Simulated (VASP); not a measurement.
# ScTl2: single point with r2SCAN

ScTl2:

```
CELL_PARAMETERS angstrom
4.83213 0.00000 0.00000
-2.41607 4.18475 0.00000
0.00000 0.00000 3.60222
ATOMIC_POSITIONS crystal
Sc 0.00000 0.00000 0.00000
Tl 0.33330 0.66670 0.50000
Tl 0.66660 0.33330 0.50000
```

| Quantity | Value |
| --- | --- |
| Program | VASP 6.6.1 |
| Task | single point |
| Functional | r2SCAN |
| Potentials or basis | VASP PAW PBE potentials, release 64 (Sc_sv, Tl_d) |
| Cutoff | 520 eV |
| k mesh | 6 × 6 × 7 |
| Occupations | methfessel-paxton, width 0.1063 eV |
| Spin | no spin polarisation |

```
Pressure : 2.8 GPa
```

Forces in eV/Å, atoms in the order of the input:
```
Sc  -0.001  0.000  0.000
Tl   0.000 -0.002  0.000
Tl   0.000  0.002  0.000
```

Stress tensor (GPa, compression positive):
```
 6.57  0.00  0.00
 0.00  6.59  0.00
 0.00  0.00 -4.84
```

Levels at points of the mesh, in eV from the Fermi level:
| k point | band 16 | band 17 | band 18 | band 19 | band 20 | band 21 |
| --- | --- | --- | --- | --- | --- | --- |
| (0.00, 0.00, 0.00) | -2.29 | -1.76 | -1.76 | -0.36 | 1.72 | 1.72 |
| (0.50, 0.00, 0.00) | -7.86 | -2.53 | -1.60 | 0.77 | 0.97 | 0.98 |
| (0.00, 0.50, 0.00) | -7.86 | -2.53 | -1.59 | 0.77 | 0.97 | 0.98 |

It took 3.6 min on 1 thread of Intel(R) Xeon(R) Platinum 8375C CPU @ 2.90GHz (Ice Lake), with other jobs on the host, peak memory 0.25 GiB.

Caveat: the PAW data sets were made with another functional, which shifts forces and pressure a little; spin-orbit coupling is left out, which moves the levels of the heavy elements.
